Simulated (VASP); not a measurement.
Write the native input for VASP 6.6.1 that does the following.

| Property | Result |
| --- | --- |
| Task | single point |
| Functional | PBE |
| Potentials or basis | VASP PAW PBE potentials, release 64 (Ga_d) |
| Cutoff | 520 eV |
| k mesh | 21 × 21 × 21 |
| Occupations | fermi-dirac, width 0.1 eV |
| Spin | no spin polarisation |
| Dipole correction | no |
| Further INCAR settings | ALGO = Normal; EDIFF = 1e-06; NBANDS = 12 |

The structure of Ga lies in POSCAR:

```
Ga
1.0
    0.0000000000      2.1985763858      2.1985763858
    2.1985763858      0.0000000000      2.1985763858
    2.1985763858      2.1985763858      0.0000000000
Ga
1
Direct
    0.0000000000      0.0000000000      0.0000000000
```

This cell differs from its parent crystal: volume scaled by 1.12.

The input as run:

INCAR

```
SYSTEM = Ga
ALGO = Normal
EDIFF = 1E-6
ENCUT = 520
GGA = PE
ISIF = 2
ISMEAR = -1
LASPH = .True.
LCHARG = .False.
LREAL = .False.
LWAVE = .False.
NBANDS = 12
NELM = 60
PREC = Accurate
SIGMA = 0.1
```

KPOINTS

```
k-points
0
Gamma
  21 21 21
  0 0 0
```

Potentials or basis: VASP PAW PBE potentials, release 64 (Ga_d).

Command:

```console
$ cat potpaw_PBE.64/Ga_d/POTCAR > POTCAR
$ mpirun -np 1 vasp_std > vasp.out
```

Results of the run:

```yaml
Pressure: -4.2 GPa
```

Wall time 16 s on 1 thread of Intel(R) Xeon(R) 6975P-C (Granite Rapids), on a shared host, peak memory 0.19 GiB.
